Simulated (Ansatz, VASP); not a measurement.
# One calculation of C, two programs

The input INCAR:

```
PREC     = Accurate       # precision mode
ENCUT    = 520            # plane-wave cutoff, eV
EDIFF    = 1E-6           # SCF threshold, eV
ISMEAR   = -1             # smearing method
SIGMA    = 0.05           # smearing width, eV
LREAL    = F              # projectors in reciprocal space
LASPH    = T              # aspherical terms in the spheres
NELM     = 80             # most SCF steps
ALGO     = Normal         # electronic algorithm
ISIF     = 2              # what is computed and relaxed
LWAVE    = F              # write WAVECAR
LCHARG   = F              # write CHGCAR
GGA      = PS             # functional
NBANDS   = 11             # bands
```

Contents of KPOINTS:

```
regular mesh
0
Gamma
  18 18 18
```

POSCAR

```
C
1.0
    0.0000000000      2.1687164733      3.4136637295
    1.2520845459      0.0000000000      3.4136637295
    1.2520845459      2.1687164733      0.0000000000
C
2
Direct
    0.1666700000      0.8333300000      0.1666700000
    0.8333300000      0.1666700000      0.8333300000
```

Input for Ansatz:

```yaml
crystal:
  lattice:
    - [0.0, 2.1687164733, 3.4136637295]
    - [1.2520845459, 0.0, 3.4136637295]
    - [1.2520845459, 2.1687164733, 0.0]
  atoms:
    - { symbol: C, position: [0.16667, 0.83333, 0.16667] }
    - { symbol: C, position: [0.83333, 0.16667, 0.83333] }
kpoints:
  mp_grid: { grid: [18, 18, 18] }
  band_path:
    path:
      - [0.0, 0.0, 0.0]
      - [0.5, 0.0, 0.5]
      - [1.0, 0.5, 0.5]
      - [0.5, 0.5, 0.0]
      - [0.0, 0.0, 0.0]
      - [0.0, 0.3669630913, 0.3669630913]
      - [1.0, 0.6330369087, 0.6330369087]
      - [1.0, 0.5, 0.5]
      - [0.5, 0.0, 0.5]
    npoints: 5
scf:
  occupations: { method: fermi_dirac, width: 0.05 }
hamiltonian:
  xc: pbesol
  pseudopotentials: { kind: all_electron, lapw: { basis_error: 0.00025 } }
output:
  forces: true
  stress: true
  eigenvalues: true
```

Change from the starting cell: volume scaled by 1.06.

Alike in both runs: task single point; functional PBEsol; k mesh 18 × 18 × 18; occupations fermi-dirac, width 0.05 eV; no spin polarisation.

```csv
,VASP,Ansatz
version,VASP 6.6.1,Ansatz 0.2.0
potentials or method,"VASP PAW PBE potentials, release 64 (C), cutoff 520 eV","all-electron LAPW, scalar-relativistic"
```

Ansatz gave:

| Property | Result |
| --- | --- |
| pressure (GPa) | -13.7 |
| traceless stress, the component that is largest in VASP (GPa) | 14.91 |

Problem. Estimate VASP's values.

Solution. Pressure (GPa): -13.0; traceless stress, the component that is largest in VASP (GPa): 14.19.

VASP's potentials were made for PBE, not for PBEsol. Ansatz ran all-electron here, and VASP with PAW potentials.
